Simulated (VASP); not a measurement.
# CdS (Hawleyite) (F-43m) in VASP: a series of runs, part 2 of 2

VASP 6.6.1.

### Step 3. Single point, PBEsol

This run uses another cell than the first one, of 18.94 Å³/atom, 0.749 times its volume.

INCAR

```
  PREC = Accurate
  ENCUT = 520
  EDIFF = 1E-7
  ISMEAR = -1
  SIGMA = 0.05
  LREAL = F
  LASPH = T
  NELM = 60
  ALGO = Normal
  ISIF = 2
  LWAVE = F
  LCHARG = F
  GGA = PS
  NBANDS = 16
```

KPOINTS

```
Automatic mesh
0
Gamma
  8 8 8
```

POSCAR

```
CdS
1.0
    0.0000000000      2.6657336653      2.6657336653
    2.6657336653      0.0000000000      2.6657336653
    2.6657336653      2.6657336653      0.0000000000
Cd S
1 1
Direct
    0.0000000000      0.0000000000      0.0000000000
    0.7500000000      0.7500000000      0.7500000000
```

Potentials or basis: VASP PAW PBE potentials, release 64 (Cd, S).

Command:

```bash
> cat potpaw_PBE.64/Cd/POTCAR potpaw_PBE.64/S/POTCAR > POTCAR
> mpirun -np 1 vasp_std > vasp.out
```

OUTCAR:

```text
PREC = Accurate
   ENCUT = 520
   EDIFF = 1E-7
   ISMEAR = -1
   LREAL = F
   LASPH = T
   NELM = 60
   ISIF = 2
   GGA = PS

 ion  position               nearest neighbor table
   1  0.000  0.000  0.000-   2 2.31   2 2.31   2 2.31   2 2.31
   2  0.750  0.750  0.750-   1 2.31   1 2.31   1 2.31   1 2.31

  LATTYP: Found a face centered cubic cell.
 ALAT       =     5.3314673306

  Lattice vectors:

 A1 = (   0.0000000000,   2.6657336653,   2.6657336653)
 A2 = (   2.6657336653,   0.0000000000,   2.6657336653)
 A3 = (   2.6657336653,   2.6657336653,   0.0000000000)

Analysis of symmetry for initial positions (statically):
=====================================================================
 Subroutine PRICEL returns:
 Original cell was already a primitive cell.

 Routine SETGRP: Setting up the symmetry group for a
 face centered cubic supercell.

 Subroutine GETGRP returns: Found 24 space group operations
 (whereof 24 operations were pure point group operations)
 out of a pool of 48 trial point group operations.

The static configuration has the point symmetry T_d .

Analysis of symmetry for dynamics (positions and initial velocities):
=====================================================================
 Subroutine PRICEL returns:
 Original cell was already a primitive cell.

 Routine SETGRP: Setting up the symmetry group for a
 face centered cubic supercell.

 Subroutine GETGRP returns: Found 24 space group operations
 (whereof 24 operations were pure point group operations)
 out of a pool of 48 trial point group operations.

The dynamic configuration has the point symmetry T_d .

 Subroutine INISYM returns: Found 24 space group operations
 (whereof 24 operations are pure point group operations),
 and found     1 'primitive' translations

[... 101 lines left out ...]
   ISYM   =      2    0-nonsym 1-usesym 2-fastsym
   POTIM  = 0.5000    time-step for ionic-motion
   TEBEG  =    0.0;   TEEND  =   0.0 temperature during run
   PSTRESS=    0.0 pullay stress
   NELECT =      18.0000    total number of electrons
   NUPDOWN=      -1.0000    fix difference up-down
   EMIN   =  10.00;   EMAX   =-10.00  energy-range for DOS
   EFERMI =   0.00;   METHOD = LEGACY
   ISMEAR =    -1;   SIGMA  =   0.05  broadening in eV -4-tet -1-fermi 0-gaus
   EFERMI_NEDOS =   21; number of points for ismear=-14 and -15
   IALGO  =     38    algorithm
   IMIX   =      4    mixing-type and parameters
     AMIX     =   0.40;   BMIX     =  1.00
     AMIX_MAG =   1.60;   BMIX_MAG =  1.00
  volume/ion in A,a.u.               =      18.94       127.83
  Fermi-wavevector in a.u.,A,eV,Ry     =   1.277435  2.414003 22.202544  1.631841
  Thomas-Fermi vector in A             =   2.410035
   LORBIT       =      0    0 simple, 1 ext, 2 COOP (PROOUT), +10 PAW based schemes
   GGA     = PS    functional components
   LHFCALC =     F    Hartree Fock is set to
   AEXX    =    0.0000 exact exchange contribution
   IVDW    =     0    specifies the selected vdW correction
   LEPSILON=     F    determine dielectric tensor
   LRPA    =     F    only Hartree local field effects (RPA)
 non-spin polarized calculation
  energy-cutoff  :      520.00
  volume of cell :       37.89
 maximum number of plane-waves:      1036
   NGX = 13   NGY = 13   NGZ = 13

 number of electron      18.0000003 magnetization

 Free energy of the ion-electron system (eV)
  ---------------------------------------------------
  ext. energy  EPLUGINS =         0.00000000
  ---------------------------------------------------
  free energy    TOTEN  =        -5.91838631 eV

  energy without entropy =       -5.91838631  energy(sigma->0) =       -5.91838631

 E-fermi :   4.8018     XC(G=0): -10.7049

 val. band max:        4.0219317778   @ k =   0.0000   0.0000   0.0000
 cond. band min:       5.5210443239   @ k =   0.0000   0.0000   0.0000
 fundamental gap:      1.4991125461
 Fermi energy:         4.8017775813

 k-point     1 :       0.0000    0.0000    0.0000
  band No.  band energies     occupation
      1     -10.4824      2.00000
      2      -5.2426      2.00000
      3      -5.2426      2.00000
      4      -5.2426      2.00000
      5      -4.2892      2.00000
      6      -4.2892      2.00000
[... 433 lines left out ...]
      3      -4.8642      2.00000
      4      -4.3801      2.00000
      5      -4.2406      2.00000
      6      -3.3850      2.00000
[... 8 lines left out ...]
     15      16.7299      0.00000
     16      18.0383      0.00000

 [... further k-points ...]
[... 5 lines left out ...]
  --------------------------------------------------------------------------------------
  -------------------------------------------------------------------------------------
  Total        7.3692255      7.3692255      7.3692255      0.0000000      0.0000000     -0.0000000
  in kB      311.6392577    311.6392577    311.6392577      0.0000000      0.0000000     -0.0000000
  external PRESSURE =     311.6392577 kB  Pullay stress =       0.0000000 kB

 VOLUME and BASIS-vectors are now :
 -----------------------------------------------------------------------------
  energy-cutoff  :      520.00
  volume of cell :       37.89
      direct lattice vectors                 reciprocal lattice vectors
     0.000000000  2.665733665  2.665733665    -0.187565625  0.187565625  0.187565625
     2.665733665  0.000000000  2.665733665     0.187565625 -0.187565625  0.187565625
     2.665733665  2.665733665  0.000000000     0.187565625  0.187565625 -0.187565625

 POSITION                                       TOTAL-FORCE (eV/Angst)
 -----------------------------------------------------------------------------------
      0.00000      0.00000      0.00000         0.000000      0.000000      0.000000
      3.99860      3.99860      3.99860        -0.000000     -0.000000     -0.000000
 -----------------------------------------------------------------------------------
    total drift:                               -0.000000     -0.000000     -0.000000

  FREE ENERGIE OF THE ION-ELECTRON SYSTEM (eV)
  ---------------------------------------------------
  free  energy   TOTEN  =        -5.9183863090 eV

  energy  without entropy=       -5.9183863055  energy(sigma->0) =       -5.91838631
```

OSZICAR:

```text
N       E                     dE             d eps       ncg     rms          rms(c)
DAV:   1     0.107697394075E+03    0.10770E+03   -0.96139E+03   984   0.108E+03
DAV:   2    -0.280211045407E+01   -0.11050E+03   -0.10420E+03  1144   0.261E+02
DAV:   3    -0.646313675303E+01   -0.36610E+01   -0.36549E+01  1120   0.495E+01
DAV:   4    -0.648244761351E+01   -0.19311E-01   -0.19310E-01  1184   0.360E+00
DAV:   5    -0.648264524136E+01   -0.19763E-03   -0.19763E-03  1088   0.345E-01    0.149E+01
DAV:   6    -0.595523907879E+01    0.52741E+00   -0.79030E-01  1368   0.153E+01    0.108E+01
DAV:   7    -0.592187796392E+01    0.33361E-01   -0.28041E-01  1192   0.406E+00    0.379E+00
DAV:   8    -0.591875624979E+01    0.31217E-02   -0.33748E-02  1080   0.259E+00    0.514E-01
DAV:   9    -0.591835157048E+01    0.40468E-03   -0.30669E-03  1136   0.871E-01    0.691E-02
DAV:  10    -0.591836869083E+01   -0.17120E-04   -0.14668E-04  1184   0.160E-01    0.376E-02
DAV:  11    -0.591838666133E+01   -0.17971E-04   -0.29457E-05  1072   0.456E-02    0.152E-02
DAV:  12    -0.591838625748E+01    0.40385E-06   -0.47293E-06  1216   0.369E-02    0.798E-03
DAV:  13    -0.591838630899E+01   -0.51507E-07   -0.68999E-07  1072   0.128E-02
   1 F= -.59183863E+01 E0= -.59183863E+01  d E =-.353207E-08
```

stdout:

```text
POSCAR found type information on POSCAR CdS
 POSCAR found :  2 types and       2 ions
 scaLAPACK will be used
 -----------------------------------------------------------------------------
|                                                                             |
|                                                                             |
|     You enforced a specific xc type in the INCAR file but a different       |
|     I HOPE YOU KNOW WHAT YOU ARE DOING!                                     |
|                                                                             |
 -----------------------------------------------------------------------------

 LDA part: xc-table for (Slater+PW92), standard interpolation
 POSCAR, INCAR and KPOINTS ok, starting setup
 FFT: planning ... GRIDC
 FFT: planning ... GRID_SOFT
 FFT: planning ... GRID
 WAVECAR not read
 entering main loop
```

Wall time 12 s (1 thread of Intel Xeon Platinum 8488C (Sapphire Rapids), shared host); peak memory 0.16 GiB.

Results:

| Item | Value |
| --- | --- |
| Free energy | -5.9184 eV |
| Pressure | 31.2 GPa |
| Band gap on the k mesh | 1.50 eV, direct |

Levels at points of the mesh, in eV from the valence-band top:
| k point | band 6 | band 7 | band 8 | band 9 | band 10 | band 11 | band 12 | band 13 |
| --- | --- | --- | --- | --- | --- | --- | --- | --- |
| (0.00, 0.00, 0.00) | -8.31 | 0.00 | 0.00 | 0.00 | 1.50 | 6.16 | 6.16 | 6.16 |
| (0.50, 0.00, 0.00) | -7.64 | -6.49 | -1.26 | -1.26 | 3.11 | 6.72 | 6.72 | 7.93 |
| (0.50, 0.50, 0.00) | -7.57 | -5.37 | -3.08 | -3.08 | 2.80 | 4.21 | 10.45 | 12.22 |

Caveat: the PAW data sets were made with another functional, which shifts forces and pressure a little.

### Step 4. Single point, PBEsol

This run uses another cell than the first one, of 20.15 Å³/atom, 0.796 times its volume.

INCAR

```
SYSTEM = CdS
PREC = Accurate
ENCUT = 520
EDIFF = 1E-7
ISMEAR = -1
SIGMA = 0.05
LREAL = .False.
LASPH = .True.
NELM = 100
ALGO = Normal
ISIF = 2
LWAVE = .False.
LCHARG = .True.
GGA = PS
LELF = .True.
LVHAR = .True.
NBANDS = 16
```

KPOINTS

```
regular mesh
0
Gamma
  8 8 8
  0 0 0
```

POSCAR

```
CdS
1.0
    0.0000000000      2.7211723449      2.7211723449
    2.7211723449      0.0000000000      2.7211723449
    2.7211723449      2.7211723449      0.0000000000
Cd S
1 1
Direct
    0.0000000000      0.0000000000      0.0000000000
    0.7500000000      0.7500000000      0.7500000000
```

Command:

```bash
> cat potpaw_PBE.64/Cd/POTCAR potpaw_PBE.64/S/POTCAR > POTCAR
> mpirun -np 1 vasp_std > vasp.out
```

It took 20 s on 1 thread of Intel Xeon Platinum 8488C (Sapphire Rapids), shared host; peak memory 0.17 GiB.

It converged, with:

| Item | Value |
| --- | --- |
| Free energy | -6.3072 eV |
| Pressure | 20.9 GPa |
| Band gap on the k mesh | 1.40 eV, direct |

Levels at points of the mesh, in eV from the valence-band top:
```csv
k point,band 5,band 6,band 7,band 8,band 9,band 10,band 11,band 12,band 13,band 14
"(0.00, 0.00, 0.00)",-7.99,-7.99,0.00,0.00,0.00,1.40,6.26,6.26,6.26,11.71
"(0.50, 0.00, 0.00)",-7.92,-7.39,-5.97,-1.13,-1.13,3.09,6.80,6.80,7.83,11.60
"(0.50, 0.50, 0.00)",-7.82,-7.32,-5.03,-2.78,-2.78,2.95,4.28,10.10,11.90,11.90
```

Caveat: the PAW data sets were made with another functional, which shifts forces and pressure a little. As with any semilocal functional, this PBEsol gap is likely too small.

### Step 5. Summary

```tsv
level	spin	cell	smearing	gap on the mesh (eV)	pressure (GPa)
PBE+D3(BJ)	non-collinear, zero start, SOC	a = 4.152 Å, angles 60.0°, 2 atoms	fermi-dirac 0.1 eV	-	-0.3
PBEsol	off	a = 3.770 Å, angles 60.0°, 2 atoms	fermi-dirac 0.05 eV	1.50	31.2
PBEsol	off	a = 3.848 Å, angles 60.0°, 2 atoms	fermi-dirac 0.05 eV	1.40	20.9
```

Alike in all rows: task single point; potentials or basis VASP PAW PBE potentials, release 64 (Cd, S); k mesh 8 × 8 × 8; cutoff (eV) 520.

Caveats: the PAW data sets were made with another functional, which shifts forces and pressure a little (some runs).

Absolute energies hang on the potentials; compare differences alone.
